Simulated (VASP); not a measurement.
Set up this calculation in VASP 6.6.1, as the native input.

```
Task                   : single point
Functional             : PBE
Dispersion             : D3(BJ)
Potentials or basis    : VASP PAW PBE potentials, release 64 (Cl, H)
Cutoff                 : 520 eV
k mesh                 : 1 × 1 × 1
Occupations            : fermi-dirac, width 0.02 eV
Spin                   : no spin polarisation
Dipole correction      : no
Further INCAR settings : LREAL = Auto; ALGO = Normal; EDIFF = 1e-07; NBANDS = 66
```

The structure of HCl lies in POSCAR:

```
HCl
1.0
    8.4901850000      0.0000000000      0.0000000000
    0.0000000000      8.4901850000      0.0000000000
    0.0000000000      0.0000000000      8.4901850000
Cl H
12 12
Direct
    0.5575732449      0.9981879076      1.0522149988
    0.2449298808      0.5237459490      0.3356935096
    0.1045324690      0.1980051083      0.6659925549
    0.2056610074      0.0197168848      0.2620555382
    0.7005854407      0.6796671686      0.8939970095
    0.1577704137      0.8392161066      0.9349855156
    0.8837027697      0.2174275354      1.0438170664
    0.7523157623      0.5323794476      0.3133853974
    0.7658961495      0.1461805603      0.4701193201
    0.3977651842      0.3700272727      0.9796017401
   -0.0091399657      0.7711728307      0.5629323743
    0.4029005257      0.8363068649      0.5773019080
    0.4374580766      0.9816865004      1.1337797704
    0.1526350721      0.4563033668      0.2293118466
   -0.0119196460      0.1731293252      0.5740157606
    0.2345885278     -0.0639208686      0.3896263745
    0.7455667927      0.5335219433      0.8701459391
    0.2597941034      0.7825977879      0.8361890819
    0.9454564300      0.2120448494      0.9057988725
    0.6234375340      0.5106366940      0.2272388646
    0.7361794825      0.2870255477      0.4335830138
    0.4410033468      0.2234933632      0.9899666497
    0.0297520019      0.6863101334      0.4480821089
    0.5146648748      0.9117351389      0.6378895160
```

These files were run (other wordings do the same):

INCAR

```
SYSTEM = HCl
PREC = Accurate ; ENCUT = 520
EDIFF = 1E-7 ; ISMEAR = -1
SIGMA = 0.02 ; LREAL = Auto
LASPH = .True. ; NELM = 60
ALGO = Normal ; ISIF = 2
LWAVE = .False. ; LCHARG = .False.
GGA = PE ; IVDW = 12
NBANDS = 66
```

KPOINTS

```
regular mesh
0
Gamma
  1 1 1
  0 0 0
```

Potentials or basis: VASP PAW PBE potentials, release 64 (Cl, H).

Launch:

```console
$ cat potpaw_PBE.64/Cl/POTCAR potpaw_PBE.64/H/POTCAR > POTCAR
$ mpirun -np 1 vasp_gam > vasp.out
```

Results of the run:

```yaml
Pressure: 0.7 GPa
Largest_force: 2.080 eV/Å
Dispersion_energy_per_atom: -0.062 eV
```

Caveat: the k points lie up to 0.74 Å⁻¹ apart; the atoms stand as in a frame of molecular dynamics.

Wall time 71 s on 1 thread of Intel(R) Xeon(R) Platinum 8488C (Sapphire Rapids), on a shared host, peak memory 0.53 GiB.
